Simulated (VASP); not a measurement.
# Hg (Im-3m) in VASP: further runs

Hg is run at these levels: LDA; tasks: single point, relaxation of cell and atoms.

Everything below comes from runs of VASP 6.6.1. Logs are shortened: lines on timing, memory, paths and dates and some standing lists are left out, and cuts for length are marked.

**1. The cell of the first run**

The structure is cubic, space group Im-3m (No. 229). Conventional cell: a = 3.414 Å, b = 3.414 Å, c = 3.414 Å, α = 90.00°, β = 90.00°, γ = 90.00°. Hg (site symmetry m-3m) has 14 Hg at 2.96 to 3.41 Å within 3.9 Å.

**2. Single point, LDA (19.89 Å³/atom)**

INCAR

```
SYSTEM = Hg
  PREC = Accurate
  ENCUT = 520
  EDIFF = 1E-6
  ISMEAR = -1
  SIGMA = 0.1
  LREAL = .FALSE.
  LASPH = .TRUE.
  NELM = 100
  ALGO = Normal
  ISIF = 2
  LWAVE = .FALSE.
  LCHARG = .FALSE.
  GGA = CA
  NBANDS = 12
```

KPOINTS

```
regular mesh
0
G
  16 16 16
  0 0 0
```

POSCAR

```
Hg
1.0
   -1.7068276833      1.7068276833      1.7068276833
    1.7068276833     -1.7068276833      1.7068276833
    1.7068276833      1.7068276833     -1.7068276833
Hg
1
Direct
    0.0000000000      0.0000000000      0.0000000000
```

Potentials or basis: VASP PAW LDA potentials, release 64 (Hg).

Started as:

```
$ cat potpaw_LDA.64/Hg/POTCAR > POTCAR
$ mpirun -np 1 vasp_std > vasp.out
```

OUTCAR:

```text
SYSTEM = Hg
   PREC = Accurate
   ENCUT = 520
   EDIFF = 1E-6
   ISMEAR = -1
   LREAL = .FALSE.
   LASPH = .TRUE.
   NELM = 100
   ISIF = 2
   GGA = CA

 ion  position               nearest neighbor table
   1  0.000  0.000  0.000-

  LATTYP: Found a body centered cubic cell.
 ALAT       =     3.4136553666

  Lattice vectors:

 A1 = (  -1.7068276833,   1.7068276833,   1.7068276833)
 A2 = (   1.7068276833,  -1.7068276833,   1.7068276833)
 A3 = (   1.7068276833,   1.7068276833,  -1.7068276833)

Analysis of symmetry for initial positions (statically):
=====================================================================
 Subroutine PRICEL returns:
 Original cell was already a primitive cell.

 Routine SETGRP: Setting up the symmetry group for a
 body centered cubic supercell.

 Subroutine GETGRP returns: Found 48 space group operations
 (whereof 48 operations were pure point group operations)
 out of a pool of 48 trial point group operations.

The static configuration has the point symmetry O_h .

Analysis of symmetry for dynamics (positions and initial velocities):
=====================================================================
 Subroutine PRICEL returns:
 Original cell was already a primitive cell.

 Routine SETGRP: Setting up the symmetry group for a
 body centered cubic supercell.

 Subroutine GETGRP returns: Found 48 space group operations
 (whereof 48 operations were pure point group operations)
 out of a pool of 48 trial point group operations.

The dynamic configuration has the point symmetry O_h .

 Subroutine INISYM returns: Found 48 space group operations
 (whereof 48 operations are pure point group operations),
 and found     1 'primitive' translations

----------------------------------------------------------------------------------------

                                     Primitive cell

  volume of cell :      19.8897

  direct lattice vectors                    reciprocal lattice vectors
    -1.706827683  1.706827683  1.706827683     0.000000000  0.292941112  0.292941112
     1.706827683 -1.706827683  1.706827683     0.292941112  0.000000000  0.292941112
     1.706827683  1.706827683 -1.706827683     0.292941112  0.292941112  0.000000000

  length of vectors
     2.956312267  2.956312267  2.956312267     0.414281294  0.414281294  0.414281294

  position of ions in fractional coordinates (direct lattice)
     0.000000000  0.000000000  0.000000000

  ion indices of the primitive-cell ions
   primitive index   ion index
                 1           1

----------------------------------------------------------------------------------------

 KPOINTS: regular mesh

Automatic generation of k-mesh.
 Grid dimensions read from file:
 generate k-points for:   16   16   16

 Generating k-lattice:

  Cartesian coordinates                     Fractional coordinates (reciprocal lattice)
     0.000000000  0.018308820  0.018308820     0.062500000  0.000000000  0.000000000
     0.018308820  0.000000000  0.018308820     0.000000000  0.062500000  0.000000000
     0.018308820  0.018308820  0.000000000     0.000000000  0.000000000  0.062500000

  Length of vectors
     0.025892581  0.025892581  0.025892581

  Shift w.r.t. Gamma in fractional coordinates (k-lattice)
     0.000000000  0.000000000  0.000000000

 Subroutine IBZKPT returns following result:
 ===========================================

 Found    145 irreducible k-points:

 Following reciprocal coordinates:
            Coordinates               Weight
  0.000000  0.000000  0.000000      1.000000
  0.062500  0.000000  0.000000     12.000000
  0.125000  0.000000  0.000000     12.000000
  0.187500  0.000000  0.000000     12.000000
  0.250000  0.000000  0.000000     12.000000
  0.312500  0.000000  0.000000     12.000000
[... 16 lines left out ...]
  0.187500  0.187500  0.000000     24.000000
  0.250000  0.187500  0.000000     48.000000
 [... further k-points ...]
   k-points           NKPTS =    145   k-points in BZ     NKDIM =    145   number of bands    NBANDS=     12
   number of dos      NEDOS =    301   number of ions     NIONS =      1
   total plane-waves  NPLWV =  13824
   dimension x,y,z NGX =    24 NGY =   24 NGZ =   24
   dimension x,y,z NGXF=    48 NGYF=   48 NGZF=   48
   ions per type =               1
   NGX,Y,Z   is equivalent  to a cutoff of  13.50, 13.50, 13.50 a.u.
   NGXF,Y,Z  is equivalent  to a cutoff of  26.99, 26.99, 26.99 a.u.
 SYSTEM =  Hg
   PREC   = accura    normal or accurate (medium, high low for compatibility)
   ISTART =      0    job   : 0-new  1-cont  2-samecut
   ICHARG =      2    charge: 1-file 2-atom 10-const
   ISPIN  =      1    spin polarized calculation?
   LNONCOLLINEAR =      F non collinear calculations
   LSORBIT =      F    spin-orbit coupling
   LASPH  =      T    aspherical Exc in radial PAW
   ENCUT  =  520.0 eV  38.22 Ry    6.18 a.u.   5.50  5.50  5.50*2*pi/ulx,y,z
   NELM   =    100;   NELMIN=  2; NELMDL= -5     # of ELM steps
   EDIFF  = 0.1E-05   stopping-criterion for ELM
   LREAL  =      F    real-space projection
   EDIFFG = 0.1E-04   stopping-criterion for IOM
   NSW    =      0    number of steps for IOM
   IBRION =     -1    ionic relax: 0-MD 1-quasi-New 2-CG
   NFREE  =      0    steps in history (QN), initial steepest desc. (CG)
   ISIF   =      2    stress and relaxation
   ISYM   =      2    0-nonsym 1-usesym 2-fastsym
   POTIM  = 0.5000    time-step for ionic-motion
   TEBEG  =    0.0;   TEEND  =   0.0 temperature during run
   PSTRESS=    0.0 pullay stress
   NELECT =      12.0000    total number of electrons
   NUPDOWN=      -1.0000    fix difference up-down
   EMIN   =  10.00;   EMAX   =-10.00  energy-range for DOS
   EFERMI =   0.00;   METHOD = LEGACY
   ISMEAR =    -1;   SIGMA  =   0.10  broadening in eV -4-tet -1-fermi 0-gaus
   EFERMI_NEDOS =   21; number of points for ismear=-14 and -15
   IALGO  =     38    algorithm
   IMIX   =      4    mixing-type and parameters
     AMIX     =   0.40;   BMIX     =  1.00
     AMIX_MAG =   1.60;   BMIX_MAG =  1.00
  volume/ion in A,a.u.               =      19.89       134.22
  Fermi-wavevector in a.u.,A,eV,Ry     =   1.383329  2.614113 26.036107  1.913600
  Thomas-Fermi vector in A             =   2.507937
   LORBIT       =      0    0 simple, 1 ext, 2 COOP (PROOUT), +10 PAW based schemes
   GGA     = CA    functional components
   LHFCALC =     F    Hartree Fock is set to
   AEXX    =    0.0000 exact exchange contribution
   IVDW    =     0    specifies the selected vdW correction
   LEPSILON=     F    determine dielectric tensor
   LRPA    =     F    only Hartree local field effects (RPA)
 non-spin polarized calculation
  energy-cutoff  :      520.00
  volume of cell :       19.89
 maximum number of plane-waves:       555
 NGX is ok and might be reduce to    24
   NGX = 11   NGY = 11   NGZ = 11

 number of electron      12.0000003 magnetization

 Free energy of the ion-electron system (eV)
  ---------------------------------------------------
  ext. energy  EPLUGINS =         0.00000000
  ---------------------------------------------------
  free energy    TOTEN  =        -0.86278610 eV

  energy without entropy =       -0.85274043  energy(sigma->0) =       -0.85776326

 E-fermi :   4.1445     XC(G=0): -12.1259

 val. band max:        4.1413178801   @ k =  -0.4375  -0.4375   0.1875
 cond. band min:       4.1741756736   @ k =   0.3750   0.1875   0.0625
 fundamental gap:      0.0328577936
 Fermi energy:         4.1444969418

 k-point     1 :       0.0000    0.0000    0.0000
  band No.  band energies     occupation
      1      -6.5502      2.00000
      2      -3.7024      2.00000
      3      -3.7024      2.00000
      4      -3.7024      2.00000
      5      -2.4407      2.00000
      6      -2.4407      2.00000
      7      19.7338      0.00000
      8      19.7338      0.00000
      9      19.7338      0.00000
     10      22.8688      0.00000
     11      22.8688      0.00000
     12      22.8688      0.00000

 k-point     2 :       0.0625    0.0000    0.0000
  band No.  band energies     occupation
      1      -6.4272      2.00000
      2      -3.7292      2.00000
      3      -3.6943      2.00000
      4      -3.6330      2.00000
      5      -2.4706      2.00000
      6      -2.4390      2.00000
      7      19.3693      0.00000
      8      19.6760      0.00000
      9      19.8130      0.00000
     10      21.7362      0.00000
     11      22.1771      0.00000
     12      22.3153      0.00000

 k-point     3 :       0.1250    0.0000    0.0000
  band No.  band energies     occupation
      1      -6.0733      2.00000
      2      -3.8047      2.00000
      3      -3.6650      2.00000
      4      -3.4305      2.00000
      5      -2.5422      2.00000
      6      -2.4336      2.00000
      7      17.6709      0.00000
      8      19.1535      0.00000
      9      20.0333      0.00000
     10      20.7460      0.00000
     11      21.0370      0.00000
     12      21.7134      0.00000

 k-point     4 :       0.1875    0.0000    0.0000
  band No.  band energies     occupation
      1      -5.5573      2.00000
      2      -3.9157      2.00000
      3      -3.5701      2.00000
      4      -3.1137      2.00000
      5      -2.6111      2.00000
      6      -2.4237      2.00000
      7      15.0677      0.00000
      8      18.0804      0.00000
      9      19.5136      0.00000
     10      20.3469      0.00000
     11      20.5130      0.00000
     12      22.1755      0.00000

 k-point     5 :       0.2500    0.0000    0.0000
  band No.  band energies     occupation
      1      -5.0840      2.00000
      2      -4.0435      2.00000
      3      -3.2214      2.00000
      4      -2.7154      2.00000
      5      -2.6372      2.00000
      6      -2.4092      2.00000
      7      12.3412      0.00000
      8      16.9587      0.00000
      9      17.9942      0.00000
     10      20.5014      0.00000
     11      20.6905      0.00000
     12      23.1590      0.00000
[... 228 lines left out ...]
      1      -4.7597      2.00000
      2      -4.2444      2.00000
      3      -2.6344      2.00000
      4      -2.5195      2.00000
      5      -1.9587      2.00000
      6       1.2642      2.00000
      7       5.1438      0.00009
      8      12.3896      0.00000
      9      14.9537      0.00000
     10      21.3152      0.00000
     11      23.6576      0.00000
     12      24.8430      0.00000

 k-point    22 :       0.4375    0.1250    0.0000
  band No.  band energies     occupation
      1      -4.7869      2.00000
      2      -4.2664      2.00000
      3      -2.5624      2.00000
      4      -2.5503      2.00000
      5      -1.8420      2.00000
      6       2.7645      2.00000
      7       3.3946      1.99889
      8      12.2078      0.00000
      9      14.7984      0.00000
     10      21.3689      0.00000
     11      23.6568      0.00000
     12      24.9910      0.00000

 k-point    23 :       0.1875    0.1875    0.0000
  band No.  band energies     occupation
      1      -4.5525      2.00000
      2      -3.8890      2.00000
      3      -3.6180      2.00000
      4      -2.7011      2.00000
      5      -2.3375      2.00000
      6      -1.3290      2.00000
      7      10.6496      0.00000
      8      12.7701      0.00000
      9      16.2976      0.00000
     10      20.9568      0.00000
     11      23.1523      0.00000
     12      25.2314      0.00000

 k-point    24 :       0.2500    0.1875    0.0000
  band No.  band energies     occupation
      1      -4.5214      2.00000
      2      -3.9846      2.00000
      3      -3.2544      2.00000
      4      -2.6491      2.00000
      5      -2.2832      2.00000
      6      -0.2505      2.00000
      7       8.6017      0.00000
      8      11.5451      0.00000
      9      15.6499      0.00000
     10      21.2158      0.00000
     11      23.5660      0.00000
     12      25.9071      0.00000

 [... further k-points ...]

------------------------ aborting loop because EDIFF is reached ----------------------------------------

  FORCE on cell =-STRESS in cart. coord.  units (eV):
  Direction    XX          YY          ZZ          XY          YZ          ZX
  --------------------------------------------------------------------------------------
  -------------------------------------------------------------------------------------
  Total        1.3296766      1.3296766      1.3296766      0.0000000      0.0000000     -0.0000000
  in kB      107.1093982    107.1093982    107.1093982      0.0000000      0.0000000     -0.0000000
  external PRESSURE =     107.1093982 kB  Pullay stress =       0.0000000 kB

 VOLUME and BASIS-vectors are now :
 -----------------------------------------------------------------------------
  energy-cutoff  :      520.00
  volume of cell :       19.89
      direct lattice vectors                 reciprocal lattice vectors
    -1.706827683  1.706827683  1.706827683     0.000000000  0.292941112  0.292941112
     1.706827683 -1.706827683  1.706827683     0.292941112  0.000000000  0.292941112
     1.706827683  1.706827683 -1.706827683     0.292941112  0.292941112  0.000000000

 POSITION                                       TOTAL-FORCE (eV/Angst)
 -----------------------------------------------------------------------------------
      0.00000      0.00000      0.00000         0.000000     -0.000000     -0.000000
 -----------------------------------------------------------------------------------
    total drift:                                0.000000      0.000000     -0.000000

  FREE ENERGIE OF THE ION-ELECTRON SYSTEM (eV)
  ---------------------------------------------------
  free  energy   TOTEN  =        -0.8627860958 eV

  energy  without entropy=       -0.8527404267  energy(sigma->0) =       -0.85776326
```

It took 8.4 s on 1 thread of Intel Xeon 6975P-C (Granite Rapids), shared host; peak memory 0.15 GiB.

What came out:

- Free energy: -0.8628 eV
- Pressure: 10.7 GPa
- Band gap on the k mesh: zero (bands 6 and 7 overlap by 4.59 eV)

Caveat: the cell stands under pressure; spin-orbit coupling is left out, which moves the levels of the heavy elements.

[end of part 1 of 2]
